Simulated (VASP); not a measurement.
Crystal: PtSe.

```xyz
2
Lattice="0.0000 3.0374 3.0374 3.0374 0.0000 3.0374 3.0374 3.0374 0.0000" Properties=species:S:1:pos:R:3 pbc="T T T"
Pt    0.0000    0.0000    0.0000
Se    1.5187    1.5187    1.5187
```

* Program: VASP 6.6.1
* Task: relaxation of cell and atoms
* Functional: r2SCAN
* Dispersion: rVV10
* Potentials or basis: VASP PAW PBE potentials, release 64 (Pt, Se)
* Cutoff: 600 eV
* k mesh: 8 × 8 × 8
* Occupations: fermi-dirac, width 0.05 eV
* Spin: no spin polarisation

At the start: pressure -14.3 GPa; volume 28.02 Å³/atom.

**Question.** Where does the relaxation end?

**Answer.** Over 7 steps the energy falls by 327.2 meV/atom and the volume is 22.25 Å³/atom (-20.6 %); space group F-43m (No. 216, to 0.05 Å).

The path:
| step | energy change (eV) | largest force (eV/Å) | pressure (GPa) | volume (Å³) |
| --- | --- | --- | --- | --- |
| 1 | 0.0000 | 0.0000 | -14.31 | 56.05 |
| 2 | -0.2117 | 0.0000 | 25.96 | 38.10 |
| 3 | -0.6538 | 0.0000 | -0.61 | 44.76 |
| 4 | -0.6543 | 0.0000 | -0.11 | 44.55 |
| 5 | -0.6541 | 0.0000 | 0.43 | 44.33 |
| 6 | -0.6540 | 0.0000 | -0.45 | 44.69 |
| 7 | -0.6543 | 0.0000 | 0.00 | 44.50 |

Final structure:
```
Pt Se
1.0
     0.00000    2.81267    2.81267
     2.81267    0.00000    2.81267
     2.81267    2.81267    0.00000
Pt Se
1 1
Direct
  0.00000 0.00000 0.00000
  0.25000 0.25000 0.25000
```

Caveat: the volume moved by over 15 % at a fixed basis, so the end points are rough; the PAW data sets were made with another functional, which shifts forces and pressure a little.
